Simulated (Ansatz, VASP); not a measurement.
## Sc: VASP beside Ansatz

```xyz
1
Lattice="0.0000 2.2893 2.2893 2.2893 0.0000 2.2893 2.2893 2.2893 0.0000" Properties=species:S:1:pos:R:3 pbc="T T T"
Sc    0.0000    0.0000    0.0000
```

Change from the starting cell: volume scaled by 1.025.

Alike in both runs: task single point; functional PBE; k mesh 12 × 12 × 12; occupations fermi-dirac, width 0.03 eV; no spin polarisation.

|  | VASP | Ansatz |
| --- | --- | --- |
| version | VASP 6.6.1 | Ansatz 0.2.0 |
| potentials or method | VASP PAW PBE potentials, release 64 (Sc_sv), cutoff 520 eV | all-electron LAPW, scalar-relativistic |

|  | VASP | Ansatz | Ansatz less VASP |
| --- | --- | --- | --- |
| pressure (GPa) | 1.5 | 1.5 | -0.02 |

Ansatz ran all-electron here, and VASP with PAW potentials.
